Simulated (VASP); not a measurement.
# Be (Im-3m) in VASP: further runs

The runs below take Be through single point, with RPBE, PBEsol+D3(BJ), BLYP, r2SCAN+D3(BJ), PBE0+D4.

All numbers are computed with VASP 6.6.1; they aren't measurements. Logs are shortened: lines on timing, memory, paths and dates and some standing lists are left out, and cuts for length are marked.

### 1 The cell of the first run

The structure is cubic, space group Im-3m (No. 229). The conventional cell has a = 2.506 Å, b = 2.506 Å, c = 2.506 Å, α = 90.00°, β = 90.00°, γ = 90.00°. Be (site symmetry m-3m) has 14 Be at 2.17 to 2.51 Å within 2.9 Å.

This isn't the form of Be at room conditions, which is hcp.

### 2 Single point, RPBE

INCAR reads:

```
SYSTEM = Be
ALGO = Normal ; EDIFF = 1E-6
ENCUT = 400 ; GGA = RP
GGA_COMPAT = .False. ; ISIF = 2
ISMEAR = 1 ; LASPH = .True.
LCHARG = .False. ; LREAL = .False.
LWAVE = .False. ; NELM = 120
PREC = Accurate ; SIGMA = 0.1
```

KPOINTS reads:

```
k-points
0
Gamma
  18 18 18
```

POSCAR reads:

```
Be
1.0
   -1.2531209513      1.2531209513      1.2531209513
    1.2531209513     -1.2531209513      1.2531209513
    1.2531209513      1.2531209513     -1.2531209513
Be
1
Direct
    0.0000000000      0.0000000000      0.0000000000
```

Potentials or basis: VASP PAW PBE potentials, release 64 (Be).

Started as:

```
$ cat potpaw_PBE.64/Be/POTCAR > POTCAR
$ mpirun -np 1 vasp_std > vasp.out
```

OUTCAR:

```text
SYSTEM = Be
   EDIFF = 1E-6
   ENCUT = 400
   GGA = RP
   ISIF = 2
   ISMEAR = 1
   LASPH = .True.
   LREAL = .False.
   NELM = 120
   PREC = Accurate

 Found    195 irreducible k-points:

 Following reciprocal coordinates:
            Coordinates               Weight
  0.000000  0.000000  0.000000      1.000000
  0.055556  0.000000  0.000000     12.000000
  0.111111  0.000000  0.000000     12.000000
  0.166667  0.000000  0.000000     12.000000
  0.222222  0.000000  0.000000     12.000000
  0.277778  0.000000  0.000000     12.000000
   k-points           NKPTS =    195   k-points in BZ     NKDIM =    195   number of bands    NBANDS=      5
   number of dos      NEDOS =    301   number of ions     NIONS =      1
   total plane-waves  NPLWV =   2744
   dimension x,y,z NGX =    14 NGY =   14 NGZ =   14
   dimension x,y,z NGXF=    28 NGYF=   28 NGZF=   28
   ions per type =               1
   NGX,Y,Z   is equivalent  to a cutoff of  10.72, 10.72, 10.72 a.u.
   NGXF,Y,Z  is equivalent  to a cutoff of  21.45, 21.45, 21.45 a.u.
 SYSTEM =  Be
   PREC   = accura    normal or accurate (medium, high low for compatibility)
   ISTART =      0    job   : 0-new  1-cont  2-samecut
   ICHARG =      2    charge: 1-file 2-atom 10-const
   ISPIN  =      1    spin polarized calculation?
   LNONCOLLINEAR =      F non collinear calculations
   LSORBIT =      F    spin-orbit coupling
   LASPH  =      T    aspherical Exc in radial PAW
   ENCUT  =  400.0 eV  29.40 Ry    5.42 a.u.   3.54  3.54  3.54*2*pi/ulx,y,z
   NELM   =    120;   NELMIN=  2; NELMDL= -5     # of ELM steps
   EDIFF  = 0.1E-05   stopping-criterion for ELM
   LREAL  =      F    real-space projection
[... 7 lines left out ...]
   TEBEG  =    0.0;   TEEND  =   0.0 temperature during run

   SCALEE = 1.0000    scale energy and forces
   PSTRESS=    0.0 pullay stress
   NELECT =       2.0000    total number of electrons
   NUPDOWN=      -1.0000    fix difference up-down
   EMIN   =  10.00;   EMAX   =-10.00  energy-range for DOS
   EFERMI =   0.00;   METHOD = LEGACY
   ISMEAR =     1;   SIGMA  =   0.10  broadening in eV -4-tet -1-fermi 0-gaus
   EFERMI_NEDOS =   21; number of points for ismear=-14 and -15
   IALGO  =     38    algorithm
   IMIX   =      4    mixing-type and parameters
     AMIX     =   0.40;   BMIX     =  1.00
     AMIX_MAG =   1.60;   BMIX_MAG =  1.00
  volume/ion in A,a.u.               =       7.87        53.12
  Fermi-wavevector in a.u.,A,eV,Ry     =   1.036904  1.959464 14.628572  1.075170
  Thomas-Fermi vector in A             =   2.171317
   LORBIT       =      0    0 simple, 1 ext, 2 COOP (PROOUT), +10 PAW based schemes
   GGA     = RP    functional components
   LHFCALC =     F    Hartree Fock is set to
   AEXX    =    0.0000 exact exchange contribution
   IVDW    =     0    specifies the selected vdW correction
   LEPSILON=     F    determine dielectric tensor
   LRPA    =     F    only Hartree local field effects (RPA)

   CSHIFT  =0.1000    complex shift for real part using Kramers Kronig

   OMEGAMAX=  -1.0    maximum frequency
 non-spin polarized calculation
 Methfessel and Paxton  Order N= 1 SIGMA  =   0.10
  energy-cutoff  :      400.00
  volume of cell :        7.87
 maximum number of plane-waves:       152
   NGX =  7   NGY =  7   NGZ =  7

 number of electron       2.0000000 magnetization

 Free energy of the ion-electron system (eV)
  ---------------------------------------------------
  ext. energy  EPLUGINS =         0.00000000
  ---------------------------------------------------
  free energy    TOTEN  =        -3.41046578 eV

  energy without entropy =       -3.41013090  energy(sigma->0) =       -3.41035415

 E-fermi :   8.0637     XC(G=0): -10.6277

 val. band max:        8.0463629004   @ k =  -0.3889  -0.3889   0.0556
 cond. band min:       8.0777755488   @ k =   0.3333   0.2778   0.0000
 fundamental gap:      0.0314126485
 Fermi energy:         8.0636522443

 k-point     1 :       0.0000    0.0000    0.0000
  band No.  band energies     occupation
      1      -4.2705      2.00000
      2      27.5833      0.00000
      3      27.5833      0.00000
      4      27.5833      0.00000
      5      38.6200      0.00000

 k-point     2 :       0.0556    0.0000    0.0000
  band No.  band energies     occupation
      1      -4.1614      2.00000
      2      27.0290      0.00000
      3      27.1339      0.00000
      4      27.4518      0.00000
      5      37.1864      0.00000

 k-point     3 :       0.1111    0.0000    0.0000
  band No.  band energies     occupation
      1      -3.8340      2.00000
      2      25.3351      0.00000
      3      26.0572      0.00000
      4      27.0695      0.00000
      5      35.0532      0.00000

 k-point     4 :       0.1667    0.0000    0.0000
  band No.  band energies     occupation
      1      -3.2884      2.00000
      2      22.7264      0.00000
      3      24.7731      0.00000
      4      26.4854      0.00000
      5      33.5197      0.00000

 k-point     5 :       0.2222    0.0000    0.0000
  band No.  band energies     occupation
      1      -2.5258      2.00000
      2      19.7144      0.00000
      3      23.5284      0.00000
      4      25.7897      0.00000
      5      31.9382      0.00000

 k-point     6 :       0.2778    0.0000    0.0000
  band No.  band energies     occupation
      1      -1.5521      2.00000
      2      16.6773      0.00000
      3      22.4391      0.00000
      4      25.0872      0.00000
      5      30.6328      0.00000

 [... further k-points ...]

------------------------ aborting loop because EDIFF is reached ----------------------------------------

  FORCE on cell =-STRESS in cart. coord.  units (eV):
  Direction    XX          YY          ZZ          XY          YZ          ZX
  --------------------------------------------------------------------------------------
  -------------------------------------------------------------------------------------
  Total        0.1121273      0.1121273      0.1121273      0.0000000      0.0000000     -0.0000000
  in kB       22.8235380     22.8235380     22.8235380      0.0000000      0.0000000     -0.0000000
  external PRESSURE =      22.8235380 kB  Pullay stress =       0.0000000 kB

 VOLUME and BASIS-vectors are now :
 -----------------------------------------------------------------------------
  energy-cutoff  :      400.00
  volume of cell :        7.87
      direct lattice vectors                 reciprocal lattice vectors
    -1.253120951  1.253120951  1.253120951     0.000000000  0.399003783  0.399003783
     1.253120951 -1.253120951  1.253120951     0.399003783  0.000000000  0.399003783
     1.253120951  1.253120951 -1.253120951     0.399003783  0.399003783  0.000000000

 POSITION                                       TOTAL-FORCE (eV/Angst)
 -----------------------------------------------------------------------------------
      0.00000      0.00000      0.00000        -0.000000     -0.000000      0.000000
 -----------------------------------------------------------------------------------
    total drift:                                0.000000      0.000000     -0.000000

  FREE ENERGIE OF THE ION-ELECTRON SYSTEM (eV)
  ---------------------------------------------------
  free  energy   TOTEN  =        -3.4104657802 eV

  energy  without entropy=       -3.4101309019  energy(sigma->0) =       -3.41035415
```

It took 6 s on 1 thread of AMD EPYC 7R43 (Zen 3), shared host; peak memory 0.07 GiB.

What came out:

```
Free energy            : -3.4105 eV
Pressure               : 2.3 GPa
Band gap on the k mesh : zero (bands 1 and 2 overlap by 5.38 eV)
```

Caveat: the PAW data sets were made with another functional, which shifts forces and pressure a little.

### 3 Single point, PBEsol+D3(BJ) (7.24 Å³/atom)

This run uses another cell than the first one, of 7.24 Å³/atom.

INCAR reads:

```
SYSTEM = Be
ALGO     = Normal         ! electronic algorithm
EDIFF    = 1E-6           ! SCF threshold, eV
ENCUT    = 600            ! plane-wave cutoff, eV
GGA      = PS             ! functional
GGA_COMPAT= .FALSE.      
ISIF     = 2              ! what is computed and relaxed
ISMEAR   = 1              ! smearing method
IVDW     = 12             ! dispersion correction
LASPH    = .TRUE.         ! aspherical terms in the spheres
LCHARG   = .FALSE.        ! write CHGCAR
LREAL    = .FALSE.        ! projectors in reciprocal space
LWAVE    = .FALSE.        ! write WAVECAR
NBANDS   = 7              ! bands
NELM     = 120            ! most SCF steps
PREC     = Accurate       ! precision mode
SIGMA    = 0.05           ! smearing width, eV
```

KPOINTS reads:

```
k-points
0
G
  15 15 15
  0 0 0
```

POSCAR reads:

```
Be
1.0
   -1.2187714350      1.2187714350      1.2187714350
    1.2187714350     -1.2187714350      1.2187714350
    1.2187714350      1.2187714350     -1.2187714350
Be
1
Direct
    0.0000000000      0.0000000000      0.0000000000
```

Potentials or basis: VASP PAW PBE potentials, release 64 (Be).

Started as:

```
$ cat potpaw_PBE.64/Be/POTCAR > POTCAR
$ mpirun -np 1 vasp_std > vasp.out
```

Run time: 7.8 s. Hardware: 1 thread of AMD EPYC 7R43 (Zen 3), shared host; peak memory 0.09 GiB.

It converged, with:

* Free energy: -4.1788 eV
* Pressure: 3.3 GPa
* Band gap on the k mesh: zero (bands 1 and 2 overlap by 4.72 eV)
* Dispersion energy per atom: -0.296 eV

Levels at points of the mesh, in eV from the Fermi level:
| k point | band 1 | band 2 | band 3 | band 4 |
| --- | --- | --- | --- | --- |
| (0.00, 0.00, 0.00) | -12.57 | 20.87 | 20.87 | 20.87 |

Caveat: the cell stands under pressure; the PAW data sets were made with another functional, which shifts forces and pressure a little.

### 4 Single point, BLYP

INCAR reads:

```
AGGAC    = 1.0          
AGGAX    = 1.0          
ALDAC    = 0.0          
ALDAX    = 1.0          
ALGO     = Normal         # electronic algorithm
EDIFF    = 1E-6           # SCF threshold, eV
ENCUT    = 600            # plane-wave cutoff, eV
GGA      = B5             # functional
GGA_COMPAT= F            
ISIF     = 2              # what is computed and relaxed
ISMEAR   = -1             # smearing method
LASPH    = T              # aspherical terms in the spheres
LCHARG   = T              # write CHGCAR
LELF     = T              # ELF
LREAL    = F              # projectors in reciprocal space
LVHAR    = T            
LWAVE    = F              # write WAVECAR
NBANDS   = 7              # bands
NELM     = 120            # most SCF steps
PREC     = Accurate       # precision mode
SIGMA    = 0.025          # smearing width, eV
```

KPOINTS reads:

```
k-points
0
Gamma
  15 15 15
```

POSCAR reads:

```
Be
1.0
   -1.2531209500      1.2531209500      1.2531209500
    1.2531209500     -1.2531209500      1.2531209500
    1.2531209500      1.2531209500     -1.2531209500
Be
1
Direct
    0.0000000000      0.0000000000      0.0000000000
```

Started as:

```
$ cat potpaw_PBE.64/Be/POTCAR > POTCAR
$ mpirun -np 1 vasp_std > vasp.out
```

Wall time 16 s (1 thread of AMD EPYC 7R43 (Zen 3), shared host); peak memory 0.08 GiB.

Results (log left out):

```yaml
Free_energy: -2.9937 eV
Pressure: -0.6 GPa
Band_gap_on_the_k_mesh: zero (bands 1 and 2 overlap by 4.34 eV)
```

Levels at points of the mesh, in eV from the Fermi level:
| k point | band 1 | band 2 | band 3 | band 4 | band 5 |
| --- | --- | --- | --- | --- | --- |
| (0.00, 0.00, 0.00) | -12.07 | 19.06 | 19.06 | 19.06 | 30.88 |

Caveat: the PAW data sets were made with another functional, which shifts forces and pressure a little.

[end of part 1 of 2]
